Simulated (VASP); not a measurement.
# KMgF3 (P1) in VASP: a series of runs

The runs below take KMgF3 through single point, with PBE.

All numbers are computed with VASP 6.6.1; they aren't measurements. Logs are shortened: lines on timing, memory, paths and dates and some standing lists are left out, and cuts for length are marked.

## Step 1: The cell of the first run

The typed cell holds 5 atoms: a = 3.967 Å, b = 4.184 Å, c = 3.858 Å, α = 89.80°, β = 89.50°, γ = 92.04°.

## Step 2: Single point, PBE

INCAR

```
PREC     = Accurate       # precision mode
ENCUT    = 520            # plane-wave cutoff, eV
EDIFF    = 1E-6           # SCF threshold, eV
ISMEAR   = 0              # smearing method
SIGMA    = 0.1            # smearing width, eV
LREAL    = F              # projectors in reciprocal space
LASPH    = T              # aspherical terms in the spheres
NELM     = 80             # most SCF steps
ALGO     = Normal         # electronic algorithm
ISIF     = 2              # what is computed and relaxed
LWAVE    = F              # write WAVECAR
LCHARG   = F              # write CHGCAR
GGA      = PE             # functional
NBANDS   = 24             # bands
```

KPOINTS

```
regular mesh
0
Gamma
  4 4 4
```

POSCAR

```
KMgF3
1.0
    3.9662450000     -0.0723610000      0.0172210000
   -0.0723610000      4.1838290000      0.0072110000
    0.0172210000      0.0072110000      3.8575920000
K Mg F
1 1 3
Direct
    0.5256510196      0.4794342315      0.5162657335
    0.0074532294      0.9938463302      0.0089065982
    0.4776021783      0.9885123737      0.9858598447
    0.0109873714      0.5066942451     -0.0016668392
    0.9959719955     -0.0068084848      0.4938379855
```

Potentials or basis: VASP PAW PBE potentials, release 64 (K_sv, Mg, F).

Run with:

```bash
$ cat potpaw_PBE.64/K_sv/POTCAR potpaw_PBE.64/Mg/POTCAR potpaw_PBE.64/F/POTCAR > POTCAR
$ mpirun -np 1 vasp_std > vasp.out
```

OUTCAR:

```text
PREC = Accurate
   ENCUT = 520
   EDIFF = 1E-6
   ISMEAR = 0
   LREAL = F
   LASPH = T
   NELM = 80
   ISIF = 2
   GGA = PE

 ion  position               nearest neighbor table
   1  0.526  0.479  0.516-   4 2.69   3 2.73   4 2.76   4 2.76   5 2.80   5 2.81   3 2.81   2 3.40
                             2 3.42   2 3.42   2 3.42   2 3.44   2 3.46   2 3.57   2 3.61
   2  0.007  0.994  0.009-   3 1.87   5 1.87   5 1.99   4 2.04   3 2.10   4 2.15   1 3.40   1 3.42
                             1 3.42   1 3.42   1 3.44   1 3.46   1 3.57   1 3.61
   3  0.478  0.989  0.986-   2 1.87   2 2.10   1 2.73   1 2.81
   4  0.011  0.507  0.998-   2 2.04   2 2.15   1 2.69   1 2.76   1 2.76
   5  0.996  0.993  0.494-   2 1.87   2 1.99   1 2.80   1 2.81

  LATTYP: Found a triclinic cell.
 ALAT       =     7.0108496384
 B/A-ratio  =     0.5968550373
 C/A-ratio  =     0.5502381847
 COS(alpha) =     0.0035150597
 COS(beta)  =     0.5473736610
 COS(gamma) =     0.6188876963

  Lattice vectors:

 A1 = (   4.0213850000,  -4.2634010000,  -3.8475820000)
 A2 = (   0.0723610000,  -4.1838290000,  -0.0072110000)
 A3 = (  -0.0172210000,  -0.0072110000,  -3.8575920000)

Analysis of symmetry for initial positions (statically):
=====================================================================
 Subroutine PRICEL returns:
 Original cell was already a primitive cell.

 Routine SETGRP: Setting up the symmetry group for a
 triclinic supercell.

 Subroutine GETGRP returns: Found  1 space group operations
 (whereof  1 operations were pure point group operations)
 out of a pool of  2 trial point group operations.

The static configuration has the point symmetry C_1 .

Analysis of symmetry for dynamics (positions and initial velocities):
=====================================================================
 Subroutine PRICEL returns:
 Original cell was already a primitive cell.

 Routine SETGRP: Setting up the symmetry group for a
 triclinic supercell.

 Subroutine GETGRP returns: Found  1 space group operations
 (whereof  1 operations were pure point group operations)
 out of a pool of  2 trial point group operations.

The dynamic configuration has the point symmetry C_1 .

 Subroutine INISYM returns: Found  1 space group operations
 (whereof  1 operations are pure point group operations),
 and found     1 'primitive' translations

----------------------------------------------------------------------------------------

                                     Primitive cell

  volume of cell :      63.9916

  direct lattice vectors                    reciprocal lattice vectors
     3.966245000 -0.072361000  0.017221000     0.252212185  0.004364065 -0.001134079
    -0.072361000  4.183829000  0.007211000     0.004364065  0.239091787 -0.000466416
     0.017221000  0.007211000  3.857592000    -0.001134079 -0.000466416  0.259235008

  length of vectors
     3.966942409  4.184460923  3.857637178     0.252252488  0.239132066  0.259237908

  position of ions in fractional coordinates (direct lattice)
     0.525651020  0.479434232  0.516265733
     0.007453229  0.993846330  0.008906598
     0.477602178  0.988512374  0.985859845
     0.010987371  0.506694245  0.998333161
     0.995971996  0.993191515  0.493837986

  ion indices of the primitive-cell ions
   primitive index   ion index
                 1           1
                 2           2
                 3           3
                 4           4
                 5           5

----------------------------------------------------------------------------------------

 KPOINTS: regular mesh

Automatic generation of k-mesh.
 Grid dimensions read from file:
 generate k-points for:    4    4    4

 Generating k-lattice:

  Cartesian coordinates                     Fractional coordinates (reciprocal lattice)
     0.063053046  0.001091016 -0.000283520     0.250000000 -0.000000000  0.000000000
     0.001091016  0.059772947 -0.000116604     0.000000000  0.250000000  0.000000000
    -0.000283520 -0.000116604  0.064808752    -0.000000000  0.000000000  0.250000000

  Length of vectors
     0.063063122  0.059783017  0.064809477

  Shift w.r.t. Gamma in fractional coordinates (k-lattice)
     0.000000000  0.000000000  0.000000000

 Subroutine IBZKPT returns following result:
 ===========================================

 Found     36 irreducible k-points:

 Following reciprocal coordinates:
            Coordinates               Weight
  0.000000  0.000000  0.000000      1.000000
  0.250000  0.000000  0.000000      2.000000
  0.500000  0.000000  0.000000      1.000000
 -0.000000  0.250000  0.000000      2.000000
  0.250000  0.250000 -0.000000      2.000000
  0.500000  0.250000  0.000000      2.000000
[... 16 lines left out ...]
  0.000000 -0.250000  0.250000      2.000000
  0.250000 -0.250000  0.250000      2.000000
 [... further k-points ...]
   k-points           NKPTS =     36   k-points in BZ     NKDIM =     36   number of bands    NBANDS=     24
   number of dos      NEDOS =    301   number of ions     NIONS =      5
   total plane-waves  NPLWV =  28800
   dimension x,y,z NGX =    30 NGY =   32 NGZ =   30
   dimension x,y,z NGXF=    60 NGYF=   64 NGZF=   60
   ions per type =               1   1   3
   NGX,Y,Z   is equivalent  to a cutoff of  12.57, 12.71, 12.93 a.u.
   NGXF,Y,Z  is equivalent  to a cutoff of  25.14, 25.43, 25.86 a.u.
 SYSTEM =  unknown system
   PREC   = accura    normal or accurate (medium, high low for compatibility)
   ISTART =      0    job   : 0-new  1-cont  2-samecut
   ICHARG =      2    charge: 1-file 2-atom 10-const
   ISPIN  =      1    spin polarized calculation?
   LNONCOLLINEAR =      F non collinear calculations
   LSORBIT =      F    spin-orbit coupling
   LASPH  =      T    aspherical Exc in radial PAW
   ENCUT  =  520.0 eV  38.22 Ry    6.18 a.u.   7.38  7.78  7.17*2*pi/ulx,y,z
   NELM   =     80;   NELMIN=  2; NELMDL= -5     # of ELM steps
   EDIFF  = 0.1E-05   stopping-criterion for ELM
   LREAL  =      F    real-space projection
   EDIFFG = 0.1E-04   stopping-criterion for IOM
   NSW    =      0    number of steps for IOM
   IBRION =     -1    ionic relax: 0-MD 1-quasi-New 2-CG
   NFREE  =      0    steps in history (QN), initial steepest desc. (CG)
   ISIF   =      2    stress and relaxation
   ISYM   =      2    0-nonsym 1-usesym 2-fastsym
   POTIM  = 0.5000    time-step for ionic-motion
   TEBEG  =    0.0;   TEEND  =   0.0 temperature during run
   PSTRESS=    0.0 pullay stress
   NELECT =      32.0000    total number of electrons
   NUPDOWN=      -1.0000    fix difference up-down
   EMIN   =  10.00;   EMAX   =-10.00  energy-range for DOS
   EFERMI =   0.00;   METHOD = LEGACY
   ISMEAR =     0;   SIGMA  =   0.10  broadening in eV -4-tet -1-fermi 0-gaus
   EFERMI_NEDOS =   21; number of points for ismear=-14 and -15
   IALGO  =     38    algorithm
   IMIX   =      4    mixing-type and parameters
     AMIX     =   0.40;   BMIX     =  1.00
     AMIX_MAG =   1.60;   BMIX_MAG =  1.00
  volume/ion in A,a.u.               =      12.80        86.37
  Fermi-wavevector in a.u.,A,eV,Ry     =   1.299423  2.455554 22.973441  1.688500
  Thomas-Fermi vector in A             =   2.430688
   LORBIT       =      0    0 simple, 1 ext, 2 COOP (PROOUT), +10 PAW based schemes
   GGA     = PE    functional components
   LHFCALC =     F    Hartree Fock is set to
   AEXX    =    0.0000 exact exchange contribution
   IVDW    =     0    specifies the selected vdW correction
   LEPSILON=     F    determine dielectric tensor
   LRPA    =     F    only Hartree local field effects (RPA)
 non-spin polarized calculation
 Gauss-broadening in eV      SIGMA  =   0.10
  energy-cutoff  :      520.00
  volume of cell :       63.99
 maximum number of plane-waves:      1738
 NGX is ok and might be reduce to    30
   NGX = 15   NGY = 15   NGZ = 15

 number of electron      32.0000014 magnetization

 Free energy of the ion-electron system (eV)
  ---------------------------------------------------
  ext. energy  EPLUGINS =         0.00000000
  ---------------------------------------------------
  free energy    TOTEN  =       -24.21345474 eV

  energy without entropy =      -24.21345474  energy(sigma->0) =      -24.21345474

 E-fermi :  -1.0672     XC(G=0):  -9.6213

 val. band max:       -1.6231061519   @ k =   0.5000   0.5000   0.5000
 cond. band min:       5.5340759427   @ k =   0.0000   0.0000   0.0000
 fundamental gap:      7.1571820945
 Fermi energy:        -1.0671918099

 k-point     1 :       0.0000    0.0000    0.0000
  band No.  band energies     occupation
      1     -27.3290      2.00000
      2     -21.8333      2.00000
      3     -21.1952      2.00000
      4     -20.9636      2.00000
      5     -10.8646      2.00000
      6     -10.8040      2.00000
[... 16 lines left out ...]
     23      12.1192      0.00000
     24      14.3210      0.00000

 k-point     2 :       0.2500    0.0000    0.0000
  band No.  band energies     occupation
      1     -27.3146      2.00000
      2     -21.7697      2.00000
      3     -21.2453      2.00000
      4     -20.9863      2.00000
      5     -10.8351      2.00000
      6     -10.8027      2.00000
[... 16 lines left out ...]
     23      12.1329      0.00000
     24      14.3227      0.00000

 k-point     3 :       0.5000    0.0000    0.0000
  band No.  band energies     occupation
      1     -27.3001      2.00000
      2     -21.6853      2.00000
      3     -21.3231      2.00000
      4     -21.0017      2.00000
      5     -10.8040      2.00000
      6     -10.8025      2.00000
[... 16 lines left out ...]
     23      12.7838      0.00000
     24      13.7792      0.00000
[... 514 lines left out ...]
 k-point    23 :       0.0000   -0.2500    0.2500
  band No.  band energies     occupation
      1     -27.3035      2.00000
      2     -21.7125      2.00000
      3     -21.2714      2.00000
      4     -21.0119      2.00000
      5     -10.8511      2.00000
      6     -10.7979      2.00000
[... 16 lines left out ...]
     23      12.3050      0.00000
     24      13.5942      0.00000

 k-point    24 :       0.2500   -0.2500    0.2500
  band No.  band energies     occupation
      1     -27.2934      2.00000
      2     -21.6565      2.00000
      3     -21.2925      2.00000
      4     -21.0248      2.00000
      5     -10.8825      2.00000
      6     -10.8685      2.00000
[... 16 lines left out ...]
     23      12.7195      0.00000
     24      13.9631      0.00000

 [... further k-points ...]

------------------------ aborting loop because EDIFF is reached ----------------------------------------

  FORCE on cell =-STRESS in cart. coord.  units (eV):
  Direction    XX          YY          ZZ          XY          YZ          ZX
  --------------------------------------------------------------------------------------
  -------------------------------------------------------------------------------------
  Total        2.2423553     -0.1735943      3.0562259      0.6159573     -0.0943289     -0.2453625
  in kB       56.1425645     -4.3463351     76.5197026     15.4219187     -2.3617416     -6.1432200
  external PRESSURE =      42.7719773 kB  Pullay stress =       0.0000000 kB

 VOLUME and BASIS-vectors are now :
 -----------------------------------------------------------------------------
  energy-cutoff  :      520.00
  volume of cell :       63.99
      direct lattice vectors                 reciprocal lattice vectors
     3.966245000 -0.072361000  0.017221000     0.252212185  0.004364065 -0.001134079
    -0.072361000  4.183829000  0.007211000     0.004364065  0.239091787 -0.000466416
     0.017221000  0.007211000  3.857592000    -0.001134079 -0.000466416  0.259235008

 POSITION                                       TOTAL-FORCE (eV/Angst)
 -----------------------------------------------------------------------------------
      2.05906      1.97156      2.00405        -0.204218      0.128669     -0.149453
     -0.04220      4.15761      0.04165        -0.879434      0.033307     -0.744494
      1.83974      4.10832      3.81840         1.455796      0.160119      0.137926
      0.02411      2.12633      3.85501        -0.199911     -0.468554      0.075640
      3.88691      4.08683      1.92934        -0.172233      0.146461      0.680381
 -----------------------------------------------------------------------------------
    total drift:                               -0.001583      0.000540      0.000210

  FREE ENERGIE OF THE ION-ELECTRON SYSTEM (eV)
  ---------------------------------------------------
  free  energy   TOTEN  =       -24.2134547409 eV

  energy  without entropy=      -24.2134547409  energy(sigma->0) =      -24.21345474
```

Run time: 22 s. Hardware: 1 thread of Intel Xeon 6975P-C (Granite Rapids), shared host; peak memory 0.2 GiB.

What came out:

```
Free energy            : -24.2135 eV
Pressure               : 4.3 GPa
Largest force          : 1.471 eV/Å
Band gap on the k mesh : 7.16 eV (least direct gap 7.39 eV)
```

Forces on the atoms (eV/Å):
```
K   -0.204  0.129 -0.149
Mg  -0.879  0.033 -0.744
F    1.456  0.160  0.138
F   -0.200 -0.469  0.076
F   -0.172  0.146  0.680
```

Stress tensor (GPa, compression positive):
```
 5.61  1.54 -0.61
 1.54 -0.43 -0.24
-0.61 -0.24  7.65
```

Caveat: the cell stands under pressure; forces of over 1 eV/Å act on the atoms, so gaps and moduli don't describe the material at rest. A k mesh can miss the band edges.

(Continued in part 2 of 2.)
